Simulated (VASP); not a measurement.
# ZrSi3 (Pm-3m) in VASP: vibrations by perturbation theory with PBEsol

Aim: the vibrations by perturbation theory of ZrSi3 with PBEsol.

Program: VASP 6.6.1. These are calculated values, not measurements. Logs are shortened: lines on timing, memory, paths and dates and some standing lists are left out, and cuts for length are marked.

## 1. The cell of the first run

The structure is cubic, space group Pm-3m (No. 221). Conventional cell: a = 3.951 Å, b = 3.951 Å, c = 3.951 Å, α = 90.00°, β = 90.00°, γ = 90.00°. Within 3.7 Å of Zr (site symmetry m-3m) lie 12 Si at 2.79 Å. Within 3.7 Å of Si (site symmetry 4/mmm) lie 4 Zr at 2.79 Å and 8 Si at 2.79 Å.

## 2. Vibrations by perturbation theory, PBEsol

INCAR

```
  PREC = Accurate
  ENCUT = 500
  EDIFF = 1E-8
  ISMEAR = 0
  SIGMA = 0.15
  LREAL = False
  LASPH = True
  NELM = 120
  ALGO = Normal
  ISIF = 2
  LWAVE = False
  LCHARG = True
  GGA = PS
  IBRION = 8
  NSW = 1
  GGA_COMPAT = False
```

KPOINTS

```
regular mesh
0
Gamma
  8 8 8
```

POSCAR

```
ZrSi3
1.0
    3.9506456184      0.0000000000      0.0000000000
    0.0000000000      3.9506456184      0.0000000000
    0.0000000000      0.0000000000      3.9506456184
Zr Si
1 3
Direct
    0.0000000000      0.0000000000      0.0000000000
    0.0000000000      0.5000000000      0.5000000000
    0.5000000000      0.5000000000      0.0000000000
    0.5000000000      0.0000000000      0.5000000000
```

Potentials or basis: VASP PAW PBE potentials, release 64 (Zr_sv, Si).

The run is started by

```
$ cat potpaw_PBE.64/Zr_sv/POTCAR potpaw_PBE.64/Si/POTCAR > POTCAR
$ mpirun -np 1 vasp_std > vasp.out
```

OUTCAR:

```text
PREC = Accurate
   ENCUT = 500
   EDIFF = 1E-8
   ISMEAR = 0
   LREAL = False
   LASPH = True
   NELM = 120
   ISIF = 2
   GGA = PS
   IBRION = 8
   NSW = 1

 ion  position               nearest neighbor table
   1  0.000  0.000  0.000-   2 2.79   3 2.79   4 2.79   2 2.79   4 2.79   2 2.79   3 2.79   2 2.79
                             3 2.79   4 2.79   4 2.79   3 2.79
   2  0.000  0.500  0.500-   1 2.79   3 2.79   4 2.79   1 2.79   3 2.79   1 2.79   4 2.79   1 2.79
                             3 2.79   4 2.79   3 2.79   4 2.79
   3  0.500  0.500  0.000-   1 2.79   2 2.79   4 2.79   2 2.79   4 2.79   1 2.79   4 2.79   4 2.79
                             1 2.79   2 2.79   2 2.79   1 2.79
   4  0.500  0.000  0.500-   1 2.79   2 2.79   3 2.79   1 2.79   3 2.79   2 2.79   3 2.79   3 2.79
                             1 2.79   2 2.79   1 2.79   2 2.79

  LATTYP: Found a simple cubic cell.
 ALAT       =     3.9506456184

  Lattice vectors:

 A1 = (   3.9506456184,   0.0000000000,   0.0000000000)
 A2 = (   0.0000000000,   3.9506456184,   0.0000000000)
 A3 = (   0.0000000000,   0.0000000000,   3.9506456184)

Analysis of symmetry for initial positions (statically):
=====================================================================
 Subroutine PRICEL returns:
 Original cell was already a primitive cell.

 Routine SETGRP: Setting up the symmetry group for a
 simple cubic supercell.

 Subroutine GETGRP returns: Found 48 space group operations
 (whereof 48 operations were pure point group operations)
 out of a pool of 48 trial point group operations.

The static configuration has the point symmetry O_h .

Analysis of symmetry for dynamics (positions and initial velocities):
=====================================================================
 Subroutine PRICEL returns:
 Original cell was already a primitive cell.

 Routine SETGRP: Setting up the symmetry group for a
 simple cubic supercell.

 Subroutine GETGRP returns: Found 48 space group operations
 (whereof 48 operations were pure point group operations)
 out of a pool of 48 trial point group operations.

The dynamic configuration has the point symmetry O_h .

 Subroutine INISYM returns: Found 48 space group operations
 (whereof 48 operations are pure point group operations),
 and found     1 'primitive' translations

----------------------------------------------------------------------------------------

                                     Primitive cell

  volume of cell :      61.6601

  direct lattice vectors                    reciprocal lattice vectors
     3.950645618  0.000000000  0.000000000     0.253123185  0.000000000  0.000000000
     0.000000000  3.950645618  0.000000000     0.000000000  0.253123185  0.000000000
     0.000000000  0.000000000  3.950645618     0.000000000  0.000000000  0.253123185

  length of vectors
     3.950645618  3.950645618  3.950645618     0.253123185  0.253123185  0.253123185

  position of ions in fractional coordinates (direct lattice)
     0.000000000  0.000000000  0.000000000
     0.000000000  0.500000000  0.500000000
     0.500000000  0.500000000  0.000000000
     0.500000000  0.000000000  0.500000000

  ion indices of the primitive-cell ions
   primitive index   ion index
                 1           1
                 2           2
                 3           3
                 4           4

----------------------------------------------------------------------------------------

 KPOINTS: regular mesh

Automatic generation of k-mesh.
 Grid dimensions read from file:
 generate k-points for:    8    8    8

 Generating k-lattice:

  Cartesian coordinates                     Fractional coordinates (reciprocal lattice)
     0.031640398  0.000000000  0.000000000     0.125000000  0.000000000  0.000000000
     0.000000000  0.031640398  0.000000000     0.000000000  0.125000000  0.000000000
     0.000000000  0.000000000  0.031640398     0.000000000  0.000000000  0.125000000

  Length of vectors
     0.031640398  0.031640398  0.031640398

  Shift w.r.t. Gamma in fractional coordinates (k-lattice)
[... 83 lines left out ...]
 non-spin polarized calculation
 Gauss-broadening in eV      SIGMA  =   0.15
  energy-cutoff  :      500.00
  volume of cell :       61.66
 maximum number of plane-waves:      1596
 NGX is ok and might be reduce to    30
   NGX = 15   NGY = 15   NGZ = 15

--------------------------------------- Ionic step        1  -------------------------------------------

 number of electron      23.9999999 magnetization

 Free energy of the ion-electron system (eV)
  ---------------------------------------------------
  ext. energy  EPLUGINS =         0.00000000
  ---------------------------------------------------
  free energy    TOTEN  =       -27.32815774 eV

  energy without entropy =      -27.30656990  energy(sigma->0) =      -27.31736382

 E-fermi :  10.9720     XC(G=0): -11.5759

 val. band max:       10.9516786176   @ k =   0.5000   0.1250   0.0000
 cond. band min:      11.0048537329   @ k =   0.2500   0.2500   0.2500
 fundamental gap:      0.0531751152
 Fermi energy:        10.9720256609

 k-point     1 :       0.0000    0.0000    0.0000
  band No.  band energies     occupation
      1     -38.1792      2.00000
      2     -16.3344      2.00000
      3     -16.3344      2.00000
      4     -16.3344      2.00000
      5      -2.2389      2.00000
      6       4.9491      2.00000
[... 433 lines left out ...]
      3     -16.4102      2.00000
      4     -16.3301      2.00000
      5       0.7428      2.00000
      6       2.0480      2.00000
[... 8 lines left out ...]
     15      12.5328      0.00000
     16      13.6204      0.00000

 [... further k-points ...]

------------------------ aborting loop because EDIFF is reached ----------------------------------------

  FORCE on cell =-STRESS in cart. coord.  units (eV):
  Direction    XX          YY          ZZ          XY          YZ          ZX
  --------------------------------------------------------------------------------------
  -------------------------------------------------------------------------------------
  Total        0.0537669      0.0537669      0.0537669     -0.0000000      0.0000000     -0.0000000
  in kB        1.3970805      1.3970805      1.3970805     -0.0000000      0.0000000     -0.0000000
  external PRESSURE =       1.3970805 kB  Pullay stress =       0.0000000 kB

 VOLUME and BASIS-vectors are now :
 -----------------------------------------------------------------------------
  energy-cutoff  :      500.00
  volume of cell :       61.66
      direct lattice vectors                 reciprocal lattice vectors
     3.950645618  0.000000000  0.000000000     0.253123185  0.000000000  0.000000000
     0.000000000  3.950645618  0.000000000     0.000000000  0.253123185  0.000000000
     0.000000000  0.000000000  3.950645618     0.000000000  0.000000000  0.253123185

 POSITION                                       TOTAL-FORCE (eV/Angst)
 -----------------------------------------------------------------------------------
      0.00000      0.00000      0.00000         0.000000      0.000000      0.000000
      0.00000      1.97532      1.97532         0.000000      0.000000      0.000000
      1.97532      1.97532      0.00000         0.000000      0.000000      0.000000
      1.97532      0.00000      1.97532         0.000000      0.000000      0.000000
 -----------------------------------------------------------------------------------
    total drift:                                0.000000     -0.000000      0.000000

  FREE ENERGIE OF THE ION-ELECTRON SYSTEM (eV)
  ---------------------------------------------------
  free  energy   TOTEN  =       -27.3281577384 eV

  energy  without entropy=      -27.3065698951  energy(sigma->0) =      -27.31736382

[... ionic steps 2 to 3 ...]

--------------------------------------- Ionic step        4  -------------------------------------------

------------------------ aborting loop because EDIFF is reached ----------------------------------------

[... ionic steps 5 to 6 ...]

--------------------------------------- Ionic step        7  -------------------------------------------

------------------------ aborting loop because EDIFF is reached ----------------------------------------

--------------------------------------- Ionic step        8  -------------------------------------------

 Free energy of the ion-electron system (eV)
  ---------------------------------------------------
  ---------------------------------------------------
  free energy    TOTEN  =        -0.02043322 eV

  energy without entropy =       -0.02043320

------------------------ aborting loop because EDIFF is reached ----------------------------------------

 INTERNAL STRAIN TENSOR  FOR ION    2  DIRECTION 2   (eV/Angst):
 -----------------------------------------------------------------------------
    -0.00857  0.00000  0.00000
     0.00000  0.03437  0.00000
     0.00000  0.00000 -0.02757

 INTERNAL STRAIN TENSOR FOR ION    4 for displacements in x,y,z  (eV/Angst):
          X           Y           Z          XY          YZ          ZX
  --------------------------------------------------------------------------------
  x     0.00000     0.00000     0.00000     0.00000     0.00000     0.00000
  y     0.00000     0.00000     0.00000     0.00000     0.00000     0.00000
  z     0.00000     0.00000     0.00000     0.00000     0.00000     0.00000

 SECOND DERIVATIVES (NOT SYMMETRIZED)
 ------------------------------------
               1X          1Y          1Z          2X          2Y          2Z          3X          3Y          3Z          4X          4Y          4Z
  1X    -7.516833    0.000000   -0.000000   -2.267705    0.000000    0.000000    4.892269    0.000000   -0.000000    4.892269   -0.000000    0.000000
  1Y     0.000000   -7.516833   -0.000000   -0.000000    4.892269    0.000000   -0.000000    4.892269   -0.000000    0.000000   -2.267705    0.000000
  1Z     0.000000    0.000000   -7.516833   -0.000000   -0.000000    4.892269    0.000000    0.000000   -2.267705    0.000000   -0.000000    4.892269
  2X    -2.277586   -0.000000   -0.000000    0.352280    0.000000    0.000000    0.962653   -0.000000    0.000000    0.962653   -0.000000    0.000000
  2Y     0.000000    4.888723    0.000000    0.000000   -6.464361    0.000000    0.000000    0.612609    0.000000    0.000000    0.963029    0.000000
  2Z     0.000000    0.000000    4.888723    0.000000    0.000000   -6.464361    0.000000    0.000000    0.963029    0.000000    0.000000    0.612609
  3X     4.888723    0.000000    0.000000    0.963029    0.000000    0.000000   -6.464361    0.000000    0.000000    0.612609    0.000000    0.000000
  3Y     0.000000    4.888723    0.000000    0.000000    0.612609    0.000000    0.000000   -6.464361    0.000000    0.000000    0.963029    0.000000
  3Z    -0.000000   -0.000000   -2.277586    0.000000    0.000000    0.962653    0.000000    0.000000    0.352280    0.000000    0.000000    0.962653
  4X     4.888723    0.000000    0.000000    0.963029    0.000000    0.000000    0.612609    0.000000    0.000000   -6.464361    0.000000    0.000000
  4Y    -0.000000   -2.277586   -0.000000   -0.000000    0.962653    0.000000   -0.000000    0.962653    0.000000    0.000000    0.352280    0.000000
  4Z     0.000000    0.000000    4.888723    0.000000    0.000000    0.612609    0.000000    0.000000    0.963029    0.000000    0.000000   -6.464361

 Eigenvectors and eigenvalues of the dynamical matrix
 ----------------------------------------------------

   1 f  =    8.690319 THz    54.602884 2PiTHz  289.877833 cm-1    35.940255 meV
             X         Y         Z           dx          dy          dz
      0.000000  0.000000  0.000000     0.152897   -0.512281   -0.005332
      0.000000  1.975323  1.975323     0.056770    0.556554    0.005793
      1.975323  1.975323  0.000000    -0.166110    0.556554   -0.001980
      1.975323  0.000000  1.975323    -0.166110   -0.190209    0.005793
[... 71 lines left out ...]
  12 f/i=    2.743342 THz    17.236925 2PiTHz   91.508032 cm-1    11.345545 meV
             X         Y         Z           dx          dy          dz
      0.000000  0.000000  0.000000    -0.007457    0.434736   -0.058411
      0.000000  1.975323  1.975323     0.015230    0.048357   -0.006497
      1.975323  1.975323  0.000000    -0.000829    0.048357    0.119294
      1.975323  0.000000  1.975323    -0.000829   -0.887869   -0.006497

--------------------------------------------------------------------------------------------------------

 ELASTIC MODULI CONTR FROM IONIC RELAXATION (kBar)
 Direction    XX          YY          ZZ          XY          YZ          ZX
 --------------------------------------------------------------------------------
 XX           0.0000      0.0000      0.0000      0.0000      0.0000      0.0000
 YY           0.0000      0.0000      0.0000      0.0000      0.0000      0.0000
 ZZ           0.0000      0.0000      0.0000      0.0000      0.0000      0.0000
 XY           0.0000      0.0000      0.0000      0.0000      0.0000      0.0000
 YZ           0.0000      0.0000      0.0000      0.0000      0.0000      0.0000
 ZX           0.0000      0.0000      0.0000      0.0000      0.0000      0.0000
 --------------------------------------------------------------------------------
```

It took 13 min on 1 thread of Intel Xeon 8259CL, shared host; peak memory 0.41 GiB.

Results:

```yaml
Highest_phonon_frequency_at_Γ: 290 cm⁻¹
Most_unstable_mode: 92i cm⁻¹
```

Phonon frequencies in cm⁻¹ (negative: imaginary):
```csv
q point,frequencies
"(0.000, 0.000, 0.000)",-92 -92 -92 0 0 0 262 262 262 290 290 290
```

Caveat: some modes are imaginary; the PAW data sets were made with another functional, which shifts forces and pressure a little.
